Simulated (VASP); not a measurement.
# RbNa3Te2 (P-6m2) in VASP: notebook

The runs below take RbNa3Te2 through single point, with PBE.

Program: VASP 6.6.1. These are calculated values, not measurements. Logs are shortened: lines on timing, memory, paths and dates and some standing lists are left out, and cuts for length are marked.

## 1. The cell of the first run

The structure is hexagonal, space group P-6m2 (No. 187). Conventional cell: a = 4.617 Å, b = 4.617 Å, c = 9.248 Å, α = 90.00°, β = 90.00°, γ = 120.00°. Rb (site symmetry -6m2) has 3 Na at 2.67 Å and 6 Te at 3.45 Å within 3.5 Å. Within 3.5 Å of Na (site symmetry -6m2) lie 3 Na at 2.67 Å. Within 3.5 Å of Na (site symmetry -6m2) lie 3 Rb at 2.67 Å and 6 Te at 3.45 Å. Na (site symmetry -6m2) has 3 Na at 2.67 Å within 3.5 Å. Within 4.5 Å of Te (site symmetry 3m) lie 9 Na at 3.45 to 3.60 Å and 3 Rb at 3.45 Å and 1 Te at 4.40 Å.

## 2. Single point, PBE

The input, INCAR:

```
SYSTEM = RbNa3Te2
  ALGO = Normal
  EDIFF = 1E-7
  ENCUT = 520
  GGA = PE
  ISIF = 2
  ISMEAR = 0
  LASPH = .TRUE.
  LCHARG = .FALSE.
  LREAL = .FALSE.
  LWAVE = .FALSE.
  NBANDS = 30
  NELM = 80
  PREC = Accurate
  SIGMA = 0.1
```

The input, KPOINTS:

```
k-points
0
G
  6 6 2
  0 0 0
```

The input, POSCAR:

```
RbNa3Te2
1.0
    4.6171943900      0.0000000000      0.0000000000
   -2.3085972000      3.9986076400      0.0000000000
    0.0000000000      0.0000000000      9.2475615200
Rb Na Te
1 3 2
Direct
    0.0000000000      0.0000000000      0.0000000000
    0.0000000000      0.0000000000      0.5000000000
    0.3333333300      0.6666666700      0.0000000000
    0.3333333300      0.6666666700      0.5000000000
    0.6666666700      0.3333333300      0.2376510100
    0.6666666700      0.3333333300      0.7623489900
```

Potentials or basis: VASP PAW PBE potentials, release 64 (Rb_sv, Na_pv, Te).

Started as:

```bash
$ cat potpaw_PBE.64/Rb_sv/POTCAR potpaw_PBE.64/Na_pv/POTCAR potpaw_PBE.64/Te/POTCAR > POTCAR
$ mpirun -np 1 vasp_std > vasp.out
```

OUTCAR:

```text
SYSTEM = RbNa3Te2
   EDIFF = 1E-7
   ENCUT = 520
   GGA = PE
   ISIF = 2
   ISMEAR = 0
   LASPH = .TRUE.
   LREAL = .FALSE.
   NELM = 80
   PREC = Accurate

 ion  position               nearest neighbor table
   1  0.000  0.000  0.000-   3 2.67   3 2.67   3 2.67   6 3.45   5 3.45   6 3.45   5 3.45   6 3.45
                             5 3.45
   2  0.000  0.000  0.500-   4 2.67   4 2.67   4 2.67
   3  0.333  0.667  0.000-   1 2.67   1 2.67   1 2.67
   4  0.333  0.667  0.500-   2 2.67   2 2.67   2 2.67
   5  0.667  0.333  0.238-   1 3.45   1 3.45   1 3.45
   6  0.667  0.333  0.762-   1 3.45   1 3.45   1 3.45

  LATTYP: Found a hexagonal cell.
 ALAT       =     4.6171943900
 C/A-ratio  =     2.0028529750

  Lattice vectors:

 A1 = (   4.6171943900,   0.0000000000,   0.0000000000)
 A2 = (  -2.3085972000,   3.9986076400,   0.0000000000)
 A3 = (   0.0000000000,   0.0000000000,   9.2475615200)

Analysis of symmetry for initial positions (statically):
=====================================================================
 Subroutine PRICEL returns:
 Original cell was already a primitive cell.

 Routine SETGRP: Setting up the symmetry group for a
 hexagonal supercell.

 Subroutine GETGRP returns: Found 12 space group operations
 (whereof 12 operations were pure point group operations)
 out of a pool of 24 trial point group operations.

The static configuration has the point symmetry D_3h.

Analysis of symmetry for dynamics (positions and initial velocities):
=====================================================================
 Subroutine PRICEL returns:
 Original cell was already a primitive cell.

 Routine SETGRP: Setting up the symmetry group for a
 hexagonal supercell.

 Subroutine GETGRP returns: Found 12 space group operations
 (whereof 12 operations were pure point group operations)
 out of a pool of 24 trial point group operations.

The dynamic configuration has the point symmetry D_3h.

 Subroutine INISYM returns: Found 12 space group operations
 (whereof 12 operations are pure point group operations),
 and found     1 'primitive' translations

----------------------------------------------------------------------------------------

                                     Primitive cell

  volume of cell :     170.7317

  direct lattice vectors                    reciprocal lattice vectors
     4.617194390  0.000000000  0.000000000     0.216581741  0.125043527  0.000000000
    -2.308597200  3.998607640  0.000000000     0.000000000  0.250087053  0.000000000
     0.000000000  0.000000000  9.247561520     0.000000000  0.000000000  0.108136615

  length of vectors
     4.617194390  4.617194396  9.247561520     0.250087053  0.250087053  0.108136615

  position of ions in fractional coordinates (direct lattice)
     0.000000000  0.000000000  0.000000000
     0.000000000  0.000000000  0.500000000
     0.333333330  0.666666670  0.000000000
     0.333333330  0.666666670  0.500000000
     0.666666670  0.333333330  0.237651010
     0.666666670  0.333333330  0.762348990

  ion indices of the primitive-cell ions
   primitive index   ion index
                 1           1
                 2           2
                 3           3
                 4           4
                 5           5
                 6           6

----------------------------------------------------------------------------------------

 KPOINTS: k-points

Automatic generation of k-mesh.
 Grid dimensions read from file:
 generate k-points for:    6    6    2

 Generating k-lattice:

  Cartesian coordinates                     Fractional coordinates (reciprocal lattice)
     0.036096957  0.020840588  0.000000000     0.166666667  0.000000000  0.000000000
     0.000000000  0.041681175  0.000000000     0.000000000  0.166666667  0.000000000
     0.000000000  0.000000000  0.054068308     0.000000000  0.000000000  0.500000000

  Length of vectors
     0.041681176  0.041681175  0.054068308

  Shift w.r.t. Gamma in fractional coordinates (k-lattice)
     0.000000000  0.000000000  0.000000000

 Subroutine IBZKPT returns following result:
 ===========================================

 Found     14 irreducible k-points:

 Following reciprocal coordinates:
            Coordinates               Weight
  0.000000  0.000000  0.000000      1.000000
  0.166667  0.000000  0.000000      6.000000
  0.333333  0.000000  0.000000      6.000000
  0.500000  0.000000  0.000000      3.000000
  0.166667  0.166667  0.000000      6.000000
  0.333333  0.166667  0.000000     12.000000
  0.333333  0.333333  0.000000      2.000000
  0.000000  0.000000  0.500000      1.000000
  0.166667  0.000000  0.500000      6.000000
  0.333333  0.000000  0.500000      6.000000
  0.500000  0.000000  0.500000      3.000000
  0.166667  0.166667  0.500000      6.000000
  0.333333  0.166667  0.500000     12.000000
  0.333333  0.333333  0.500000      2.000000
   k-points           NKPTS =     14   k-points in BZ     NKDIM =     14   number of bands    NBANDS=     30
   number of dos      NEDOS =    301   number of ions     NIONS =      6
   total plane-waves  NPLWV =  90720
   dimension x,y,z NGX =    36 NGY =   36 NGZ =   70
   dimension x,y,z NGXF=    72 NGYF=   72 NGZF=  140
   ions per type =               1   3   2
   NGX,Y,Z   is equivalent  to a cutoff of  12.96, 12.96, 12.58 a.u.
   NGXF,Y,Z  is equivalent  to a cutoff of  25.92, 25.92, 25.17 a.u.
 SYSTEM =  RbNa3Te2
   PREC   = accura    normal or accurate (medium, high low for compatibility)
   ISTART =      0    job   : 0-new  1-cont  2-samecut
   ICHARG =      2    charge: 1-file 2-atom 10-const
   ISPIN  =      1    spin polarized calculation?
   LNONCOLLINEAR =      F non collinear calculations
   LSORBIT =      F    spin-orbit coupling
   LASPH  =      T    aspherical Exc in radial PAW
   ENCUT  =  520.0 eV  38.22 Ry    6.18 a.u.   8.58  8.58 17.19*2*pi/ulx,y,z
   NELM   =     80;   NELMIN=  2; NELMDL= -5     # of ELM steps
   EDIFF  = 0.1E-06   stopping-criterion for ELM
   LREAL  =      F    real-space projection
   EDIFFG = 0.1E-05   stopping-criterion for IOM
   NSW    =      0    number of steps for IOM
   IBRION =     -1    ionic relax: 0-MD 1-quasi-New 2-CG
   NFREE  =      0    steps in history (QN), initial steepest desc. (CG)
   ISIF   =      2    stress and relaxation
   ISYM   =      2    0-nonsym 1-usesym 2-fastsym
   POTIM  = 0.5000    time-step for ionic-motion
   TEBEG  =    0.0;   TEEND  =   0.0 temperature during run
   PSTRESS=    0.0 pullay stress
   NELECT =      42.0000    total number of electrons
   NUPDOWN=      -1.0000    fix difference up-down
   EMIN   =  10.00;   EMAX   =-10.00  energy-range for DOS
   EFERMI =   0.00;   METHOD = LEGACY
   ISMEAR =     0;   SIGMA  =   0.10  broadening in eV -4-tet -1-fermi 0-gaus
   EFERMI_NEDOS =   21; number of points for ismear=-14 and -15
   IALGO  =     38    algorithm
   IMIX   =      4    mixing-type and parameters
     AMIX     =   0.40;   BMIX     =  1.00
     AMIX_MAG =   1.60;   BMIX_MAG =  1.00
  volume/ion in A,a.u.               =      28.46       192.03
  Fermi-wavevector in a.u.,A,eV,Ry     =   1.025778  1.938439 14.316317  1.052220
  Thomas-Fermi vector in A             =   2.159636
   LORBIT       =      0    0 simple, 1 ext, 2 COOP (PROOUT), +10 PAW based schemes
   GGA     = PE    functional components
   LHFCALC =     F    Hartree Fock is set to
   AEXX    =    0.0000 exact exchange contribution
   IVDW    =     0    specifies the selected vdW correction
   LEPSILON=     F    determine dielectric tensor
   LRPA    =     F    only Hartree local field effects (RPA)
 non-spin polarized calculation
 Gauss-broadening in eV      SIGMA  =   0.10
  energy-cutoff  :      520.00
  volume of cell :      170.73
 maximum number of plane-waves:      4649
 NGX is ok and might be reduce to    36
   NGX = 17   NGY = 17   NGZ = 35

 number of electron      41.9999969 magnetization

 Free energy of the ion-electron system (eV)
  ---------------------------------------------------
  ext. energy  EPLUGINS =         0.00000000
  ---------------------------------------------------
  free energy    TOTEN  =       -13.26809403 eV

  energy without entropy =      -13.26809403  energy(sigma->0) =      -13.26809403

 E-fermi :   3.2403     XC(G=0):  -8.3939

 val. band max:        2.8476551860   @ k =   0.0000   0.0000   0.0000
 cond. band min:       3.6255476561   @ k =   0.0000   0.0000   0.0000
 fundamental gap:      0.7778924700
 Fermi energy:         3.2403215823

 k-point     1 :       0.0000    0.0000    0.0000
  band No.  band energies     occupation
      1     -24.6436      2.00000
      2     -22.7458      2.00000
      3     -22.7458      2.00000
      4     -22.5910      2.00000
      5     -22.5910      2.00000
      6     -22.5620      2.00000
[... 22 lines left out ...]
     29       8.0700      0.00000
     30       8.6657      0.00000

 k-point     2 :       0.1667    0.0000    0.0000
  band No.  band energies     occupation
      1     -24.6541      2.00000
      2     -22.7465      2.00000
      3     -22.7287      2.00000
      4     -22.5975      2.00000
      5     -22.5804      2.00000
      6     -22.5618      2.00000
[... 22 lines left out ...]
     29       8.5434      0.00000
     30       8.6647      0.00000

 k-point     3 :       0.3333    0.0000    0.0000
  band No.  band energies     occupation
      1     -24.6745      2.00000
      2     -22.7480      2.00000
      3     -22.6949      2.00000
      4     -22.6094      2.00000
      5     -22.5614      2.00000
      6     -22.5550      2.00000
[... 22 lines left out ...]
     29       9.1065      0.00000
     30       9.2890      0.00000

 k-point     4 :       0.5000    0.0000    0.0000
  band No.  band energies     occupation
      1     -24.6845      2.00000
      2     -22.7487      2.00000
      3     -22.6783      2.00000
      4     -22.6150      2.00000
      5     -22.5611      2.00000
      6     -22.5383      2.00000
[... 22 lines left out ...]
     29       9.1238      0.00000
     30       9.1944      0.00000

 k-point     5 :       0.1667    0.1667    0.0000
  band No.  band energies     occupation
      1     -24.6695      2.00000
      2     -22.7481      2.00000
      3     -22.7028      2.00000
      4     -22.6091      2.00000
      5     -22.5615      2.00000
      6     -22.5583      2.00000
[... 22 lines left out ...]
     29       8.6936      0.00000
     30       9.0436      0.00000
[... 196 lines left out ...]
     29       9.2038      0.00000
     30       9.3169      0.00000

 k-point    12 :       0.1667    0.1667    0.5000
  band No.  band energies     occupation
      1     -24.6695      2.00000
      2     -22.7481      2.00000
      3     -22.7028      2.00000
      4     -22.6091      2.00000
      5     -22.5615      2.00000
      6     -22.5583      2.00000
[... 22 lines left out ...]
     29       8.3828      0.00000
     30       8.5239      0.00000

 k-point    13 :       0.3333    0.1667    0.5000
  band No.  band energies     occupation
      1     -24.6844      2.00000
      2     -22.7500      2.00000
      3     -22.6771      2.00000
      4     -22.6208      2.00000
      5     -22.5611      2.00000
      6     -22.5247      2.00000
[... 22 lines left out ...]
     29       8.6680      0.00000
     30       9.4254      0.00000

 k-point    14 :       0.3333    0.3333    0.5000
  band No.  band energies     occupation
      1     -24.6893      2.00000
      2     -22.7516      2.00000
      3     -22.6678      2.00000
      4     -22.6282      2.00000
      5     -22.5610      2.00000
      6     -22.4757      2.00000
[... 22 lines left out ...]
     29       9.0977      0.00000
     30       9.3532      0.00000

------------------------ aborting loop because EDIFF is reached ----------------------------------------

  FORCE on cell =-STRESS in cart. coord.  units (eV):
  Direction    XX          YY          ZZ          XY          YZ          ZX
  --------------------------------------------------------------------------------------
  -------------------------------------------------------------------------------------
  Total        8.2860395      8.2860395     -6.5839108     -0.0000000      0.0000000      0.0000000
  in kB       77.7576993     77.7576994    -61.7846143     -0.0000001      0.0000000      0.0000000
  external PRESSURE =      31.2435948 kB  Pullay stress =       0.0000000 kB

 VOLUME and BASIS-vectors are now :
 -----------------------------------------------------------------------------
  energy-cutoff  :      520.00
  volume of cell :      170.73
      direct lattice vectors                 reciprocal lattice vectors
     4.617194390  0.000000000  0.000000000     0.216581741  0.125043527  0.000000000
    -2.308597200  3.998607640  0.000000000     0.000000000  0.250087053  0.000000000
     0.000000000  0.000000000  9.247561520     0.000000000  0.000000000  0.108136615

 POSITION                                       TOTAL-FORCE (eV/Angst)
 -----------------------------------------------------------------------------------
      0.00000      0.00000      0.00000         0.000000      0.000000      0.000000
      0.00000      0.00000      4.62378         0.000000      0.000000      0.000000
     -0.00000      2.66574      0.00000         0.000000      0.000000      0.000000
     -0.00000      2.66574      4.62378         0.000000      0.000000      0.000000
      2.30860      1.33287      2.19769        -0.000000     -0.000000      1.068239
      2.30860      1.33287      7.04987        -0.000000      0.000000     -1.068239
 -----------------------------------------------------------------------------------
    total drift:                               -0.000004      0.000002      0.000000

  FREE ENERGIE OF THE ION-ELECTRON SYSTEM (eV)
  ---------------------------------------------------
  free  energy   TOTEN  =       -13.2680940335 eV

  energy  without entropy=      -13.2680940329  energy(sigma->0) =      -13.26809403
```

Run time: 43 s. Hardware: 1 thread of Intel Xeon 6975P-C (Granite Rapids), shared host; peak memory 0.31 GiB.

What came out:

| Quantity | Value |
| --- | --- |
| Free energy | -13.2681 eV |
| Pressure | 3.1 GPa |
| Largest force | 1.068 eV/Å |
| Band gap on the k mesh | 0.78 eV, direct |

Forces in eV/Å, atoms in the order of the input:
```
Rb   0.000  0.000  0.000
Na   0.000  0.000  0.000
Na   0.000  0.000  0.000
Na   0.000  0.000  0.000
Te   0.000  0.000  1.068
Te   0.000  0.000 -1.068
```

Caveat: spin-orbit coupling is left out, which moves the levels of the heavy elements; forces of over 1 eV/Å act on the atoms, so gaps and moduli don't describe the material at rest.

## 3. Single point, PBE

This run uses another cell than the first one, of 31.44 Å³/atom, 1.105 times its volume.

The input, INCAR:

```
PREC = Accurate
ENCUT = 520
EDIFF = 1E-7
ISMEAR = 0
SIGMA = 0.1
LREAL = False
LASPH = True
NELM = 80
ALGO = Normal
ISIF = 2
LWAVE = False
LCHARG = False
GGA = PE
NBANDS = 30
```

The input, KPOINTS:

```
Automatic mesh
0
Gamma
  6 6 2
```

The input, POSCAR:

```
RbNa3Te2
1.0
    5.1222718621      0.0000000032      0.0000000000
   -2.5611359338      4.4360175560      0.0000000000
    0.0000000000      0.0000000000      8.3022353533
Rb Na Te
1 3 2
Direct
    0.0000000000      0.0000000000      0.0000000000
    0.0000000000      0.0000000000      0.5000000000
    0.3333333333      0.6666666667      0.0000000000
    0.3333333333      0.6666666667      0.5000000000
    0.6666666667      0.3333333333      0.2603294589
    0.6666666667      0.3333333333      0.7396705411
```

Potentials or basis: VASP PAW PBE potentials, release 64 (Rb_sv, Na_pv, Te).

Started as:

```bash
$ cat potpaw_PBE.64/Rb_sv/POTCAR potpaw_PBE.64/Na_pv/POTCAR potpaw_PBE.64/Te/POTCAR > POTCAR
$ mpirun -np 1 vasp_std > vasp.out
```

Wall time 49 s (1 thread of Intel Xeon 6975P-C (Granite Rapids), shared host); peak memory 0.32 GiB.

It converged, with:

- Free energy: -14.7028 eV
- Pressure: 0.1 GPa
- Largest force: 0.008 eV/Å
- Band gap on the k mesh: 0.30 eV, indirect (least direct gap 0.35 eV)

Forces in eV/Å, atoms in the order of the input:
```
Rb   0.000  0.000  0.000
Na   0.000  0.000  0.000
Na   0.000  0.000  0.000
Na   0.000  0.000  0.000
Te   0.000  0.000  0.008
Te   0.000  0.000 -0.008
```

Stress tensor (GPa, compression positive):
```
0.15 0.00 0.00
0.00 0.15 0.00
0.00 0.00 0.03
```

Levels at points of the mesh, in eV from the valence-band top:
```csv
k point,band 17,band 18,band 19,band 20,band 21,band 22,band 23,band 24,band 25,band 26
"(0.00, 0.00, 0.00)",-1.35,-1.35,-0.81,-0.81,-0.05,0.30,2.62,3.14,3.34,3.34
"(0.50, 0.00, 0.00)",-2.57,-2.08,-1.57,-1.23,0.00,1.07,1.81,3.15,3.69,4.21
"(0.00, 0.00, 0.50)",-1.95,-1.16,-1.16,-1.05,-1.05,1.34,1.51,3.63,3.63,3.81
"(0.50, 0.00, 0.50)",-2.55,-1.81,-1.60,-1.28,-1.20,1.83,1.85,2.71,3.50,4.47
```

Caveat: spin-orbit coupling is left out, which moves the levels of the heavy elements. A k mesh can miss the band edges.
